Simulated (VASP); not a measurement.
## FeO (Wuestite): single point with LDA

The system is FeO (Wuestite).

```
Fe O
1.0
     0.00000    2.11140    2.11140
     2.11140    0.00000    2.11140
     2.11140    2.11140    0.00000
Fe O
1 1
Direct
  0.00000 0.00000 0.00000
  0.50000 0.50000 0.50000
```

This cell differs from its parent crystal: volume scaled by 0.94.

- Program: VASP 6.6.1
- Task: single point
- Functional: LDA
- Potentials or basis: VASP PAW LDA potentials, release 64 (Fe, O)
- Cutoff: 520 eV
- k mesh: 11 × 11 × 11
- Occupations: fermi-dirac, width 0.05 eV
- Spin: collinear spin, ferromagnetic start
- Starting moments: [3.0, 0.0] μB
- Dipole correction: no
- Further INCAR settings: ALGO = Normal; EDIFF = 1e-06; NBANDS = 18

```json
{"Pressure": "-5.9 GPa", "Net moment": "3.86 μB per cell", "Site moments": "Fe +3.47; O +0.30 μB", "Valence electrons inside the program's atomic spheres": "Fe 6.88; O 4.98"}
```

Levels at points of the mesh, in eV from the Fermi level:
Spin up:
```
           k point  band 5  band 6  band 7  band 8  band 9  band 10  band 11  band 12  band 13  band 14
(0.00, 0.00, 0.00)   -3.64   -3.64   -3.64   -3.32   -3.32     0.61    15.62    17.54    17.54    17.54
```
Spin down:
```tsv
k point	band 2	band 3	band 4	band 5	band 6	band 7	band 8	band 9
(0.00, 0.00, 0.00)	-3.41	-3.41	-3.41	-0.87	-0.87	-0.87	-0.09	-0.09
```

Wall time 30 s on 1 thread of Intel(R) Xeon(R) Platinum 8488C (Sapphire Rapids), on a shared host, peak memory 0.15 GiB.

Caveat: a cell with one magnetic atom can't hold antiferromagnetic order, which such compounds often take; semilocal functionals often make such compounds metallic where correlation or magnetic order opens a gap, which also shifts bond lengths.
